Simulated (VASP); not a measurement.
# Tl (Im-3m) in VASP: notebook

Tl is run at these levels: PBE; tasks: single point, relaxation of cell and atoms.

Everything below comes from runs of VASP 6.6.1. Logs are shortened: lines on timing, memory, paths and dates and some standing lists are left out, and cuts for length are marked.

## (1) The cell of the first run

Symmetry: Im-3m, No. 229, cubic system. The conventional cell has a = 3.979 Å, b = 3.979 Å, c = 3.979 Å, α = 90.00°, β = 90.00°, γ = 90.00°. Within 4.5 Å of Tl (site symmetry m-3m) lie 14 Tl at 3.45 to 3.98 Å.

## (2) Single point, PBE

The input, INCAR:

```
SYSTEM = Tl
ALGO = Normal
EDIFF = 1E-6
ENCUT = 520
GGA = PE
ISIF = 2
ISMEAR = -1
LASPH = .True.
LCHARG = .True.
LELF = .True.
LREAL = .False.
LVHAR = .True.
LWAVE = .False.
NBANDS = 12
NELM = 80
PREC = Accurate
SIGMA = 0.08
```

The input, KPOINTS:

```
k-points
0
Gamma
  15 15 15
  0 0 0
```

The input, POSCAR:

```
Tl
1.0
   -1.9893391070      1.9893391070      1.9893391070
    1.9893391070     -1.9893391070      1.9893391070
    1.9893391070      1.9893391070     -1.9893391070
Tl
1
Direct
    0.0000000000      0.0000000000      0.0000000000
```

Potentials or basis: VASP PAW PBE potentials, release 64 (Tl_d).

Started as:

```bash
$ cat potpaw_PBE.64/Tl_d/POTCAR > POTCAR
$ mpirun -np 1 vasp_std > vasp.out
```

OUTCAR:

```text
SYSTEM = Tl
   EDIFF = 1E-6
   ENCUT = 520
   GGA = PE
   ISIF = 2
   ISMEAR = -1
   LASPH = .True.
   LREAL = .False.
   NELM = 80
   PREC = Accurate

 ion  position               nearest neighbor table
   1  0.000  0.000  0.000-

  LATTYP: Found a body centered cubic cell.
 ALAT       =     3.9786782140

  Lattice vectors:

 A1 = (  -1.9893391070,   1.9893391070,   1.9893391070)
 A2 = (   1.9893391070,  -1.9893391070,   1.9893391070)
 A3 = (   1.9893391070,   1.9893391070,  -1.9893391070)

Analysis of symmetry for initial positions (statically):
=====================================================================
 Subroutine PRICEL returns:
 Original cell was already a primitive cell.

 Routine SETGRP: Setting up the symmetry group for a
 body centered cubic supercell.

 Subroutine GETGRP returns: Found 48 space group operations
 (whereof 48 operations were pure point group operations)
 out of a pool of 48 trial point group operations.

The static configuration has the point symmetry O_h .

Analysis of symmetry for dynamics (positions and initial velocities):
=====================================================================
 Subroutine PRICEL returns:
 Original cell was already a primitive cell.

 Routine SETGRP: Setting up the symmetry group for a
 body centered cubic supercell.

 Subroutine GETGRP returns: Found 48 space group operations
 (whereof 48 operations were pure point group operations)
 out of a pool of 48 trial point group operations.

The dynamic configuration has the point symmetry O_h .

 Subroutine INISYM returns: Found 48 space group operations
 (whereof 48 operations are pure point group operations),
 and found     1 'primitive' translations

----------------------------------------------------------------------------------------

                                     Primitive cell

  volume of cell :      31.4910

  direct lattice vectors                    reciprocal lattice vectors
    -1.989339107  1.989339107  1.989339107     0.000000000  0.251339753  0.251339753
     1.989339107 -1.989339107  1.989339107     0.251339753  0.000000000  0.251339753
     1.989339107  1.989339107 -1.989339107     0.251339753  0.251339753  0.000000000

  length of vectors
     3.445636407  3.445636407  3.445636407     0.355448088  0.355448088  0.355448088

  position of ions in fractional coordinates (direct lattice)
     0.000000000  0.000000000  0.000000000

  ion indices of the primitive-cell ions
   primitive index   ion index
                 1           1

----------------------------------------------------------------------------------------

 KPOINTS: k-points

Automatic generation of k-mesh.
 Grid dimensions read from file:
 generate k-points for:   15   15   15

 Generating k-lattice:

  Cartesian coordinates                     Fractional coordinates (reciprocal lattice)
     0.000000000  0.016755984  0.016755984     0.066666667  0.000000000  0.000000000
     0.016755984  0.000000000  0.016755984     0.000000000  0.066666667  0.000000000
     0.016755984  0.016755984  0.000000000     0.000000000  0.000000000  0.066666667

  Length of vectors
     0.023696539  0.023696539  0.023696539

  Shift w.r.t. Gamma in fractional coordinates (k-lattice)
     0.000000000  0.000000000  0.000000000

 Subroutine IBZKPT returns following result:
 ===========================================

 Found    120 irreducible k-points:

 Following reciprocal coordinates:
            Coordinates               Weight
  0.000000  0.000000  0.000000      1.000000
  0.066667  0.000000  0.000000     12.000000
  0.133333  0.000000  0.000000     12.000000
  0.200000  0.000000  0.000000     12.000000
  0.266667  0.000000  0.000000     12.000000
  0.333333  0.000000  0.000000     12.000000
[... 16 lines left out ...]
  0.333333  0.200000  0.000000     48.000000
  0.400000  0.200000  0.000000     24.000000
 [... further k-points ...]
   k-points           NKPTS =    120   k-points in BZ     NKDIM =    120   number of bands    NBANDS=     12
   number of dos      NEDOS =    301   number of ions     NIONS =      1
   total plane-waves  NPLWV =  21952
   dimension x,y,z NGX =    28 NGY =   28 NGZ =   28
   dimension x,y,z NGXF=    56 NGYF=   56 NGZF=   56
   ions per type =               1
   NGX,Y,Z   is equivalent  to a cutoff of  13.51, 13.51, 13.51 a.u.
   NGXF,Y,Z  is equivalent  to a cutoff of  27.02, 27.02, 27.02 a.u.
 SYSTEM =  Tl
   PREC   = accura    normal or accurate (medium, high low for compatibility)
   ISTART =      0    job   : 0-new  1-cont  2-samecut
   ICHARG =      2    charge: 1-file 2-atom 10-const
   ISPIN  =      1    spin polarized calculation?
   LNONCOLLINEAR =      F non collinear calculations
   LSORBIT =      F    spin-orbit coupling
   LASPH  =      T    aspherical Exc in radial PAW
   ENCUT  =  520.0 eV  38.22 Ry    6.18 a.u.   6.41  6.41  6.41*2*pi/ulx,y,z
   NELM   =     80;   NELMIN=  2; NELMDL= -5     # of ELM steps
   EDIFF  = 0.1E-05   stopping-criterion for ELM
   LREAL  =      F    real-space projection
   EDIFFG = 0.1E-04   stopping-criterion for IOM
   NSW    =      0    number of steps for IOM
   IBRION =     -1    ionic relax: 0-MD 1-quasi-New 2-CG
   NFREE  =      0    steps in history (QN), initial steepest desc. (CG)
   ISIF   =      2    stress and relaxation
   ISYM   =      2    0-nonsym 1-usesym 2-fastsym
   POTIM  = 0.5000    time-step for ionic-motion
   TEBEG  =    0.0;   TEEND  =   0.0 temperature during run
   PSTRESS=    0.0 pullay stress
   NELECT =      13.0000    total number of electrons
   NUPDOWN=      -1.0000    fix difference up-down
   EMIN   =  10.00;   EMAX   =-10.00  energy-range for DOS
   EFERMI =   0.00;   METHOD = LEGACY
   ISMEAR =    -1;   SIGMA  =   0.08  broadening in eV -4-tet -1-fermi 0-gaus
   EFERMI_NEDOS =   21; number of points for ismear=-14 and -15
   IALGO  =     38    algorithm
   IMIX   =      4    mixing-type and parameters
     AMIX     =   0.40;   BMIX     =  1.00
     AMIX_MAG =   1.60;   BMIX_MAG =  1.00
  volume/ion in A,a.u.               =      31.49       212.51
  Fermi-wavevector in a.u.,A,eV,Ry     =   1.218972  2.303523 20.216804  1.485893
  Thomas-Fermi vector in A             =   2.354240
   LORBIT       =      0    0 simple, 1 ext, 2 COOP (PROOUT), +10 PAW based schemes
   GGA     = PE    functional components
[... 5 lines left out ...]
 non-spin polarized calculation
  energy-cutoff  :      520.00
  volume of cell :       31.49
 maximum number of plane-waves:       887
 NGX is ok and might be reduce to    28
   NGX = 13   NGY = 13   NGZ = 13

 number of electron      12.9999997 magnetization

 Free energy of the ion-electron system (eV)
  ---------------------------------------------------
  ext. energy  EPLUGINS =         0.00000000
  ---------------------------------------------------
  free energy    TOTEN  =        -2.22588508 eV

  energy without entropy =       -2.21448328  energy(sigma->0) =       -2.22018418

 E-fermi :   5.6570     XC(G=0):  -9.7188

 val. band max:        5.6283204261   @ k =   0.2000   0.2000   0.1333
 cond. band min:       5.7148412934   @ k =  -0.3333   0.4000   0.0667
 fundamental gap:      0.0865208673
 Fermi energy:         5.6570099801

 k-point     1 :       0.0000    0.0000    0.0000
  band No.  band energies     occupation
      1      -5.9436      2.00000
      2      -5.9436      2.00000
      3      -5.9436      2.00000
      4      -5.6023      2.00000
      5      -5.6023      2.00000
      6      -3.8089      2.00000
      7      15.4559      0.00000
      8      15.4559      0.00000
      9      15.4559      0.00000
     10      17.7148      0.00000
     11      17.7148      0.00000
     12      17.7148      0.00000

 k-point     2 :       0.0667    0.0000    0.0000
  band No.  band energies     occupation
      1      -5.9498      2.00000
      2      -5.9384      2.00000
      3      -5.9208      2.00000
      4      -5.6091      2.00000
      5      -5.6024      2.00000
      6      -3.7169      2.00000
      7      14.4462      0.00000
      8      15.1204      0.00000
      9      15.2852      0.00000
     10      17.2429      0.00000
     11      17.5876      0.00000
     12      17.6501      0.00000

 k-point     3 :       0.1333    0.0000    0.0000
  band No.  band energies     occupation
      1      -5.9672      2.00000
      2      -5.9284      2.00000
      3      -5.8559      2.00000
      4      -5.6263      2.00000
      5      -5.6028      2.00000
      6      -3.4375      2.00000
      7      12.4612      0.00000
      8      14.3368      0.00000
      9      14.7991      0.00000
     10      16.5791      0.00000
     11      17.2997      0.00000
     12      17.7276      0.00000

 k-point     4 :       0.2000    0.0000    0.0000
  band No.  band energies     occupation
      1      -5.9927      2.00000
      2      -5.9270      2.00000
      3      -5.7580      2.00000
      4      -5.6444      2.00000
      5      -5.6033      2.00000
      6      -2.9655      2.00000
      7      10.3348      0.00000
      8      13.4232      0.00000
      9      14.1568      0.00000
     10      16.0177      0.00000
     11      16.9841      0.00000
     12      18.1109      0.00000

 k-point     5 :       0.2667    0.0000    0.0000
  band No.  band energies     occupation
      1      -6.0218      2.00000
      2      -5.9456      2.00000
      3      -5.6509      2.00000
      4      -5.6424      2.00000
      5      -5.6035      2.00000
      6      -2.3026      2.00000
      7       8.2803      0.00000
      8      12.5607      0.00000
      9      13.5313      0.00000
     10      15.5879      0.00000
     11      16.7076      0.00000
     12      18.7416      0.00000

 k-point     6 :       0.3333    0.0000    0.0000
  band No.  band energies     occupation
      1      -6.0495      2.00000
      2      -5.9799      2.00000
      3      -5.6442      2.00000
      4      -5.6034      2.00000
      5      -5.5283      2.00000
      6      -1.4644      2.00000
      7       6.3752      0.00025
      8      11.8457      0.00000
      9      13.0158      0.00000
     10      15.2842      0.00000
     11      16.4943      0.00000
     12      19.5400      0.00000

 k-point     7 :       0.4000    0.0000    0.0000
  band No.  band energies     occupation
      1      -6.0711      2.00000
      2      -6.0146      2.00000
      3      -5.6331      2.00000
      4      -5.6031      2.00000
      5      -5.4366      2.00000
      6      -0.5015      2.00000
      7       4.6933      1.99999
      8      11.3375      0.00000
      9      12.6547      0.00000
     10      15.0928      0.00000
     11      16.3513      0.00000
     12      20.3946      0.00000

 k-point     8 :       0.4667    0.0000    0.0000
  band No.  band energies     occupation
      1      -6.0828      2.00000
      2      -6.0355      2.00000
      3      -5.6255      2.00000
      4      -5.6030      2.00000
      5      -5.3854      2.00000
      6       0.3716      2.00000
      7       3.4587      2.00000
      8      11.0738      0.00000
      9      12.4695      0.00000
     10      15.0009      0.00000
     11      16.2799      0.00000
     12      21.0509      0.00000
[... 166 lines left out ...]
 k-point    20 :       0.4000    0.1333    0.0000
  band No.  band energies     occupation
      1      -6.0586      2.00000
      2      -5.9753      2.00000
      3      -5.6313      2.00000
      4      -5.6243      2.00000
      5      -5.4344      2.00000
      6       0.5428      2.00000
      7       3.7946      2.00000
      8       9.2390      0.00000
      9      11.8887      0.00000
     10      16.0914      0.00000
     11      18.4126      0.00000
     12      20.0295      0.00000

 k-point    21 :       0.2000    0.2000    0.0000
  band No.  band energies     occupation
      1      -6.0198      2.00000
      2      -5.9090      2.00000
      3      -5.6634      2.00000
      4      -5.6448      2.00000
      5      -5.5601      2.00000
      6      -1.2901      2.00000
      7       7.0351      0.00000
      8       9.3737      0.00000
      9      12.4093      0.00000
     10      17.2038      0.00000
     11      17.3606      0.00000
     12      20.1999      0.00000

 k-point    22 :       0.2667    0.2000   -0.0000
  band No.  band energies     occupation
      1      -6.0336      2.00000
      2      -5.9012      2.00000
      3      -5.6546      2.00000
      4      -5.6458      2.00000
      5      -5.5188      2.00000
      6      -0.4338      2.00000
      7       5.7747      0.37372
      8       8.4235      0.00000
      9      12.0186      0.00000
     10      16.9988      0.00000
     11      18.0151      0.00000
     12      20.5052      0.00000

 k-point    23 :       0.3333    0.2000    0.0000
  band No.  band energies     occupation
      1      -6.0435      2.00000
      2      -5.9030      2.00000
      3      -5.6588      2.00000
      4      -5.6291      2.00000
      5      -5.4888      2.00000
      6       0.4240      2.00000
      7       4.6036      2.00000
      8       7.9055      0.00000
      9      11.7747      0.00000
     10      16.8365      0.00000
     11      18.8622      0.00000
     12      20.3701      0.00000

 k-point    24 :       0.4000    0.2000    0.0000
  band No.  band energies     occupation
      1      -6.0470      2.00000
      2      -5.9050      2.00000
      3      -5.6609      2.00000
      4      -5.6212      2.00000
      5      -5.4777      2.00000
      6       0.8701      2.00000
      7       4.0413      2.00000
      8       7.7418      0.00000
      9      11.6919      0.00000
     10      16.7823      0.00000
     11      19.6580      0.00000
     12      19.9802      0.00000

 [... further k-points ...]
[... 5 lines left out ...]
  --------------------------------------------------------------------------------------
  -------------------------------------------------------------------------------------
  Total       -0.0196876     -0.0196876     -0.0196876      0.0000000      0.0000000     -0.0000000
  in kB       -1.0016499     -1.0016499     -1.0016499      0.0000000      0.0000000     -0.0000000
  external PRESSURE =      -1.0016499 kB  Pullay stress =       0.0000000 kB

 VOLUME and BASIS-vectors are now :
 -----------------------------------------------------------------------------
  energy-cutoff  :      520.00
  volume of cell :       31.49
      direct lattice vectors                 reciprocal lattice vectors
    -1.989339107  1.989339107  1.989339107     0.000000000  0.251339753  0.251339753
     1.989339107 -1.989339107  1.989339107     0.251339753  0.000000000  0.251339753
     1.989339107  1.989339107 -1.989339107     0.251339753  0.251339753  0.000000000

 POSITION                                       TOTAL-FORCE (eV/Angst)
 -----------------------------------------------------------------------------------
      0.00000      0.00000      0.00000        -0.000000      0.000000      0.000000
 -----------------------------------------------------------------------------------
    total drift:                                0.000000      0.000000      0.000000

  FREE ENERGIE OF THE ION-ELECTRON SYSTEM (eV)
  ---------------------------------------------------
  free  energy   TOTEN  =        -2.2258850759 eV

  energy  without entropy=       -2.2144832828  energy(sigma->0) =       -2.22018418
```

It took 21 s on 1 thread of AMD EPYC 9R45 (Zen 5), shared host; peak memory 0.15 GiB.

What came out:

* Free energy: -2.2259 eV
* Pressure: -0.1 GPa

Levels at points of the mesh, in eV from the Fermi level:
```
           k point  band 4  band 5  band 6  band 7  band 8  band 9
(0.00, 0.00, 0.00)  -11.26  -11.26   -9.47    9.80    9.80    9.80
```

Caveat: spin-orbit coupling is left out, which moves the levels of the heavy elements.

(Continued in part 2 of 2.)
